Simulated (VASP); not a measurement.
# MgH2 (Fm-3m) in VASP: a series of runs

Aim: see how the results for MgH2 move with the level of theory and the settings. Levels: PBE, PBEsol, PBE+D3(BJ). Tasks: single point.

All numbers are computed with VASP 6.6.1; they aren't measurements. Logs are shortened: lines on timing, memory, paths and dates and some standing lists are left out, and cuts for length are marked.

### 1 The cell of the first run

The structure is cubic, space group Fm-3m (No. 225). The conventional cell has a = 4.916 Å, b = 4.916 Å, c = 4.916 Å, α = 90.00°, β = 90.00°, γ = 90.00°. Mg (site symmetry m-3m) has 8 H at 2.13 Å within 2.8 Å. H (site symmetry -43m) has 4 Mg at 2.13 Å and 6 H at 2.46 Å within 2.8 Å.

### 2 Single point, PBE

The input, INCAR:

```
SYSTEM = MgH2
PREC     = Accurate       ! precision mode
ENCUT    = 520            ! plane-wave cutoff, eV
EDIFF    = 1E-6           ! SCF threshold, eV
ISMEAR   = 0              ! smearing method
SIGMA    = 0.1            ! smearing width, eV
LREAL    = .False.        ! projectors in reciprocal space
LASPH    = .True.         ! aspherical terms in the spheres
NELM     = 80             ! most SCF steps
ALGO     = Normal         ! electronic algorithm
ISIF     = 2              ! what is computed and relaxed
LWAVE    = .False.        ! write WAVECAR
LCHARG   = .True.         ! write CHGCAR
GGA      = PE             ! functional
LELF     = .True.         ! ELF
LVHAR    = .True.       
NBANDS   = 9              ! bands
```

The input, KPOINTS:

```
regular mesh
0
Gamma
  4 4 4
  0 0 0
```

The input, POSCAR:

```
MgH2
1.0
    0.0000000000      2.4579282898      2.4579282898
    2.4579282898      0.0000000000      2.4579282898
    2.4579282898      2.4579282898      0.0000000000
Mg H
1 2
Direct
    0.0000000000      0.0000000000      0.0000000000
    0.7500000000      0.7500000000      0.7500000000
    0.2500000000      0.2500000000      0.2500000000
```

Potentials or basis: VASP PAW PBE potentials, release 64 (Mg, H).

Launch:

```bash
cat potpaw_PBE.64/Mg/POTCAR potpaw_PBE.64/H/POTCAR > POTCAR
mpirun -np 1 vasp_std > vasp.out
```

OUTCAR:

```text
SYSTEM = MgH2
   PREC = Accurate
   ENCUT = 520
   EDIFF = 1E-6
   ISMEAR = 0
   LREAL = .False.
   LASPH = .True.
   NELM = 80
   ISIF = 2
   GGA = PE

 ion  position               nearest neighbor table
   1  0.000  0.000  0.000-   2 2.13   2 2.13   2 2.13   2 2.13   3 2.13   3 2.13   3 2.13   3 2.13

   2  0.750  0.750  0.750-   1 2.13   1 2.13   1 2.13   1 2.13
   3  0.250  0.250  0.250-   1 2.13   1 2.13   1 2.13   1 2.13

  LATTYP: Found a face centered cubic cell.
 ALAT       =     4.9158565796

  Lattice vectors:

 A1 = (   0.0000000000,   2.4579282898,   2.4579282898)
 A2 = (   2.4579282898,   0.0000000000,   2.4579282898)
 A3 = (   2.4579282898,   2.4579282898,   0.0000000000)

Analysis of symmetry for initial positions (statically):
=====================================================================
 Subroutine PRICEL returns:
 Original cell was already a primitive cell.

 Routine SETGRP: Setting up the symmetry group for a
 face centered cubic supercell.

 Subroutine GETGRP returns: Found 48 space group operations
 (whereof 48 operations were pure point group operations)
 out of a pool of 48 trial point group operations.

The static configuration has the point symmetry O_h .

Analysis of symmetry for dynamics (positions and initial velocities):
=====================================================================
 Subroutine PRICEL returns:
 Original cell was already a primitive cell.

 Routine SETGRP: Setting up the symmetry group for a
 face centered cubic supercell.

 Subroutine GETGRP returns: Found 48 space group operations
 (whereof 48 operations were pure point group operations)
 out of a pool of 48 trial point group operations.

The dynamic configuration has the point symmetry O_h .

 Subroutine INISYM returns: Found 48 space group operations
 (whereof 48 operations are pure point group operations),
 and found     1 'primitive' translations

----------------------------------------------------------------------------------------

                                     Primitive cell

  volume of cell :      29.6987

  direct lattice vectors                    reciprocal lattice vectors
     0.000000000  2.457928290  2.457928290    -0.203423347  0.203423347  0.203423347
     2.457928290  0.000000000  2.457928290     0.203423347 -0.203423347  0.203423347
     2.457928290  2.457928290  0.000000000     0.203423347  0.203423347 -0.203423347

  length of vectors
     3.476035523  3.476035523  3.476035523     0.352339573  0.352339573  0.352339573

  position of ions in fractional coordinates (direct lattice)
     0.000000000  0.000000000  0.000000000
     0.750000000  0.750000000  0.750000000
     0.250000000  0.250000000  0.250000000

  ion indices of the primitive-cell ions
   primitive index   ion index
                 1           1
                 2           2
                 3           3

----------------------------------------------------------------------------------------

 KPOINTS: regular mesh

Automatic generation of k-mesh.
 Grid dimensions read from file:
 generate k-points for:    4    4    4

 Generating k-lattice:

  Cartesian coordinates                     Fractional coordinates (reciprocal lattice)
    -0.050855837  0.050855837  0.050855837     0.250000000  0.000000000  0.000000000
     0.050855837 -0.050855837  0.050855837     0.000000000  0.250000000  0.000000000
     0.050855837  0.050855837 -0.050855837     0.000000000  0.000000000  0.250000000

  Length of vectors
     0.088084893  0.088084893  0.088084893

  Shift w.r.t. Gamma in fractional coordinates (k-lattice)
     0.000000000  0.000000000  0.000000000

 Subroutine IBZKPT returns following result:
 ===========================================

 Found      8 irreducible k-points:

 Following reciprocal coordinates:
            Coordinates               Weight
  0.000000  0.000000  0.000000      1.000000
  0.250000  0.000000  0.000000      8.000000
  0.500000  0.000000  0.000000      4.000000
  0.250000  0.250000  0.000000      6.000000
  0.500000  0.250000  0.000000     24.000000
 -0.250000  0.250000  0.000000     12.000000
  0.500000  0.500000  0.000000      3.000000
 -0.250000  0.500000  0.250000      6.000000
   k-points           NKPTS =      8   k-points in BZ     NKDIM =      8   number of bands    NBANDS=      9
   number of dos      NEDOS =    301   number of ions     NIONS =      3
   total plane-waves  NPLWV =  21952
   dimension x,y,z NGX =    28 NGY =   28 NGZ =   28
   dimension x,y,z NGXF=    56 NGYF=   56 NGZF=   56
   ions per type =               1   2
   NGX,Y,Z   is equivalent  to a cutoff of  13.39, 13.39, 13.39 a.u.
   NGXF,Y,Z  is equivalent  to a cutoff of  26.78, 26.78, 26.78 a.u.
 SYSTEM =  MgH2
   PREC   = accura    normal or accurate (medium, high low for compatibility)
   ISTART =      0    job   : 0-new  1-cont  2-samecut
   ICHARG =      2    charge: 1-file 2-atom 10-const
   ISPIN  =      1    spin polarized calculation?
   LNONCOLLINEAR =      F non collinear calculations
   LSORBIT =      F    spin-orbit coupling
   LASPH  =      T    aspherical Exc in radial PAW
   ENCUT  =  520.0 eV  38.22 Ry    6.18 a.u.   6.46  6.46  6.46*2*pi/ulx,y,z
   NELM   =     80;   NELMIN=  2; NELMDL= -5     # of ELM steps
   EDIFF  = 0.1E-05   stopping-criterion for ELM
   LREAL  =      F    real-space projection
   EDIFFG = 0.1E-04   stopping-criterion for IOM
   NSW    =      0    number of steps for IOM
   IBRION =     -1    ionic relax: 0-MD 1-quasi-New 2-CG
   NFREE  =      0    steps in history (QN), initial steepest desc. (CG)
   ISIF   =      2    stress and relaxation
   ISYM   =      2    0-nonsym 1-usesym 2-fastsym
   POTIM  = 0.5000    time-step for ionic-motion
   TEBEG  =    0.0;   TEEND  =   0.0 temperature during run
   PSTRESS=    0.0 pullay stress
   NELECT =       4.0000    total number of electrons
   NUPDOWN=      -1.0000    fix difference up-down
   EMIN   =  10.00;   EMAX   =-10.00  energy-range for DOS
   EFERMI =   0.00;   METHOD = LEGACY
   ISMEAR =     0;   SIGMA  =   0.10  broadening in eV -4-tet -1-fermi 0-gaus
   EFERMI_NEDOS =   21; number of points for ismear=-14 and -15
   IALGO  =     38    algorithm
   IMIX   =      4    mixing-type and parameters
     AMIX     =   0.40;   BMIX     =  1.00
     AMIX_MAG =   1.60;   BMIX_MAG =  1.00
  volume/ion in A,a.u.               =       9.90        66.81
  Fermi-wavevector in a.u.,A,eV,Ry     =   0.839168  1.585798  9.581264  0.704203
  Thomas-Fermi vector in A             =   1.953342
   LORBIT       =      0    0 simple, 1 ext, 2 COOP (PROOUT), +10 PAW based schemes
   GGA     = PE    functional components
   LHFCALC =     F    Hartree Fock is set to
   AEXX    =    0.0000 exact exchange contribution
   IVDW    =     0    specifies the selected vdW correction
   LEPSILON=     F    determine dielectric tensor
   LRPA    =     F    only Hartree local field effects (RPA)
 non-spin polarized calculation
 Gauss-broadening in eV      SIGMA  =   0.10
  energy-cutoff  :      520.00
  volume of cell :       29.70
 maximum number of plane-waves:       821
 NGX is ok and might be reduce to    28
   NGX = 13   NGY = 13   NGZ = 13

 number of electron       4.0000000 magnetization

 Free energy of the ion-electron system (eV)
  ---------------------------------------------------
  ext. energy  EPLUGINS =         0.00000000
  ---------------------------------------------------
  free energy    TOTEN  =        -8.46758489 eV

  energy without entropy =       -8.46517455  energy(sigma->0) =       -8.46637972

 E-fermi :   2.0679     XC(G=0):  -8.6185

 val. band max:        1.3571679857   @ k =   0.2500   0.2500   0.0000
 cond. band min:       2.0983288478   @ k =   0.5000   0.5000   0.0000
 fundamental gap:      0.7411608621
 Fermi energy:         2.0678718284

 k-point     1 :       0.0000    0.0000    0.0000
  band No.  band energies     occupation
      1      -6.9228      2.00000
      2       3.1571      0.00000
      3      11.3911      0.00000
      4      11.3911      0.00000
      5      11.3911      0.00000
      6      13.4495      0.00000
      7      13.4495      0.00000
      8      13.4495      0.00000
      9      14.1797      0.00000

 k-point     2 :       0.2500    0.0000    0.0000
  band No.  band energies     occupation
      1      -5.8684      2.00000
      2       1.0638      2.00000
      3       8.9028      0.00000
      4      10.5531      0.00000
      5      10.5531      0.00000
      6      11.3412      0.00000
      7      13.4518      0.00000
      8      13.4518      0.00000
      9      16.5666      0.00000

 k-point     3 :       0.5000    0.0000    0.0000
  band No.  band energies     occupation
      1      -2.9712      2.00000
      2      -2.8292      2.00000
      3       8.8893      0.00000
      4       8.9025      0.00000
      5      10.9069      0.00000
      6      10.9069      0.00000
      7      11.1358      0.00000
      8      11.1358      0.00000
      9      21.1089      0.00000

 k-point     4 :       0.2500    0.2500    0.0000
  band No.  band energies     occupation
      1      -5.5398      2.00000
      2       1.3572      2.00000
      3       7.4685      0.00000
      4       8.2134      0.00000
      5       8.2134      0.00000
      6      11.1681      0.00000
      7      16.0654      0.00000
      8      16.5441      0.00000
      9      18.4540      0.00000

 k-point     5 :       0.5000    0.2500    0.0000
  band No.  band energies     occupation
      1      -3.3619      2.00000
      2      -1.0859      2.00000
      3       4.5682      0.00000
      4       6.7547      0.00000
      5       7.9053      0.00000
      6      13.8300      0.00000
      7      14.4953      0.00000
      8      16.2119      0.00000
      9      18.2087      0.00000

 k-point     6 :      -0.2500    0.2500    0.0000
  band No.  band energies     occupation
      1      -4.2024      2.00000
      2      -0.5902      2.00000
      3       5.0622      0.00000
      4       8.1501      0.00000
      5       9.6515      0.00000
      6      11.9191      0.00000
      7      14.4065      0.00000
      8      16.1339      0.00000
      9      17.7811      0.00000

 k-point     7 :       0.5000    0.5000    0.0000
  band No.  band energies     occupation
      1      -2.9583      2.00000
      2       0.1976      2.00000
      3       2.0983      0.66667
      4       6.8737      0.00000
      5       6.8737      0.00000
      6       9.7835      0.00000
      7      17.9033      0.00000
      8      21.6532      0.00000
      9      21.6532      0.00000

 k-point     8 :      -0.2500    0.5000    0.2500
  band No.  band energies     occupation
      1      -1.7742      2.00000
      2      -1.7742      2.00000
      3       3.5838      0.00000
      4       3.6213      0.00000
      5      11.5579      0.00000
      6      11.5579      0.00000
      7      14.9564      0.00000
      8      16.3818      0.00000
      9      22.0003      0.00000

------------------------ aborting loop because EDIFF is reached ----------------------------------------

  FORCE on cell =-STRESS in cart. coord.  units (eV):
  Direction    XX          YY          ZZ          XY          YZ          ZX
  --------------------------------------------------------------------------------------
  -------------------------------------------------------------------------------------
  Total       -0.9889095     -0.9889095     -0.9889095     -0.0000000      0.0000000     -0.0000000
  in kB      -53.3493943    -53.3493943    -53.3493943     -0.0000000      0.0000000     -0.0000000
  external PRESSURE =     -53.3493943 kB  Pullay stress =       0.0000000 kB

 VOLUME and BASIS-vectors are now :
 -----------------------------------------------------------------------------
  energy-cutoff  :      520.00
  volume of cell :       29.70
      direct lattice vectors                 reciprocal lattice vectors
     0.000000000  2.457928290  2.457928290    -0.203423347  0.203423347  0.203423347
     2.457928290  0.000000000  2.457928290     0.203423347 -0.203423347  0.203423347
     2.457928290  2.457928290  0.000000000     0.203423347  0.203423347 -0.203423347

 POSITION                                       TOTAL-FORCE (eV/Angst)
 -----------------------------------------------------------------------------------
      0.00000      0.00000      0.00000         0.000000     -0.000000     -0.000000
      3.68689      3.68689      3.68689        -0.000000     -0.000000      0.000000
      1.22896      1.22896      1.22896         0.000000      0.000000      0.000000
 -----------------------------------------------------------------------------------
    total drift:                                0.000000      0.000000      0.000000

  FREE ENERGIE OF THE ION-ELECTRON SYSTEM (eV)
  ---------------------------------------------------
  free  energy   TOTEN  =        -8.4675848940 eV

  energy  without entropy=       -8.4651745453  energy(sigma->0) =       -8.46637972
```

It took 12 s on 1 thread of AMD EPYC 7R13, shared host; peak memory 0.12 GiB.

Results:

```
Free energy            : -8.4676 eV
Pressure               : -5.3 GPa
Band gap on the k mesh : zero (band 2 reaches 3.16 eV, above the bottom of band 3 at 2.10 eV)
```

Caveat: the k points lie up to 0.55 Å⁻¹ apart.

### 3 Single point, PBEsol

This run uses another cell than the first one, of 9.00 Å³/atom, 0.909 times its volume.

The input, INCAR:

```
SYSTEM = MgH2
PREC     = Accurate       ! precision mode
ENCUT    = 520            ! plane-wave cutoff, eV
EDIFF    = 1E-6           ! SCF threshold, eV
ISMEAR   = 0              ! smearing method
SIGMA    = 0.1            ! smearing width, eV
LREAL    = .FALSE.        ! projectors in reciprocal space
LASPH    = .TRUE.         ! aspherical terms in the spheres
NELM     = 80             ! most SCF steps
ALGO     = Normal         ! electronic algorithm
ISIF     = 2              ! what is computed and relaxed
LWAVE    = .FALSE.        ! write WAVECAR
LCHARG   = .FALSE.        ! write CHGCAR
GGA      = PS             ! functional
NBANDS   = 9              ! bands
```

The input, KPOINTS:

```
regular mesh
0
G
  4 4 4
  0 0 0
```

The input, POSCAR:

```
MgH2
1.0
    0.0000000000      2.3810671667      2.3810671667
    2.3810671667      0.0000000000      2.3810671667
    2.3810671667      2.3810671667      0.0000000000
Mg H
1 2
Direct
    0.0000000000      0.0000000000      0.0000000000
    0.7500000000      0.7500000000      0.7500000000
    0.2500000000      0.2500000000      0.2500000000
```

Potentials or basis: VASP PAW PBE potentials, release 64 (Mg, H).

Launch:

```bash
cat potpaw_PBE.64/Mg/POTCAR potpaw_PBE.64/H/POTCAR > POTCAR
mpirun -np 1 vasp_std > vasp.out
```

Run time: 8.9 s. Hardware: 1 thread of AMD EPYC 7R13, shared host; peak memory 0.12 GiB.

It converged, with:

| Item | Value |
| --- | --- |
| Free energy | -8.6135 eV |
| Pressure | -1.6 GPa |
| Band gap on the k mesh | zero (band 2 reaches 4.00 eV, above the bottom of band 3 at 2.40 eV) |

Levels at points of the mesh, in eV from the Fermi level:
| k point | band 1 | band 2 | band 3 | band 4 | band 5 |
| --- | --- | --- | --- | --- | --- |
| (0.00, 0.00, 0.00) | -9.44 | 1.63 | 9.76 | 9.76 | 9.76 |
| (0.50, 0.00, 0.00) | -5.15 | -5.07 | 7.26 | 7.82 | 9.42 |
| (0.50, 0.50, 0.00) | -5.14 | -1.71 | 0.03 | 5.13 | 5.13 |

Caveat: the k points lie up to 0.57 Å⁻¹ apart; the PAW data sets were made with another functional, which shifts forces and pressure a little.

### 4 Single point, PBE

This run uses another cell than the first one, of 9.00 Å³/atom, 0.909 times its volume.

The input, INCAR:

```
SYSTEM = MgH2
PREC = Accurate
ENCUT = 520
EDIFF = 1E-6
ISMEAR = -1
SIGMA = 0.19
LREAL = .FALSE.
LASPH = .TRUE.
NELM = 80
ALGO = Normal
ISIF = 2
LWAVE = .FALSE.
LCHARG = .FALSE.
GGA = PE
NBANDS = 9
ISYM = 0
```

The input, KPOINTS:

```
Automatic mesh
0
G
  1 5 6
  0 0 0
```

POSCAR is that of step 3.

Launch:

```bash
cat potpaw_PBE.64/Mg/POTCAR potpaw_PBE.64/H/POTCAR > POTCAR
mpirun -np 1 vasp_std > vasp.out
```

It took 14 s on 1 thread of AMD EPYC 7R13, shared host; peak memory 0.12 GiB.

The run converged, but its numbers aren't listed here, since they failed a check.

Caveat: the k points lie up to 2.29 Å⁻¹ apart.

(Continued in part 2 of 2.)
